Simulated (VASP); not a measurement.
Si5Se, 6 atoms in the cell. The structure is hexagonal, space group P6/mmm (No. 191). Conventional cell: a = 4.396 Å, b = 4.396 Å, c = 6.227 Å, α = 90.00°, β = 90.00°, γ = 120.00°. Within 2.1 Å of Si (site symmetry 6mm) lie 1 Se at 1.61 Å. Within 2.9 Å of Si (site symmetry mmm) lie 8 Si at 2.20 to 2.66 Å. Within 2.1 Å of Se (site symmetry 6/mmm) lie 2 Si at 1.61 Å. 

```yaml
Program: VASP 6.6.1
Task: relaxation of cell and atoms
Functional: PBE
Potentials_or_basis: VASP PAW PBE potentials, release 64 (Si, Se)
Cutoff: 600 eV
k_mesh: 6 × 6 × 4
Occupations: gaussian, width 0.1 eV
Spin: no spin polarisation
Dipole_correction: no
Further_INCAR_settings: ALGO = Normal; EDIFF = 1e-07; IBRION = 2; EDIFFG = -0.04; NSW = 90; ISIF = 3
```

Potentials or basis: VASP PAW PBE potentials, release 64 (Si, Se).

Launch:

```console
$ cat potpaw_PBE.64/Si/POTCAR potpaw_PBE.64/Se/POTCAR > POTCAR
$ mpirun -np 1 vasp_std > vasp.out
```

Hardware: 1 thread of Intel(R) Xeon(R) Platinum 8259CL CPU @ 2.50GHz (Skylake/Cascade Lake), on a shared host.

Question: Estimate the wall time of this run.

Answer: It took 26 min on 1 thread of Intel(R) Xeon(R) Platinum 8259CL CPU @ 2.50GHz (Skylake/Cascade Lake) (shared host), peak memory 0.28 GiB. Counts: scf iterations 524, k points 21, ion steps 38.
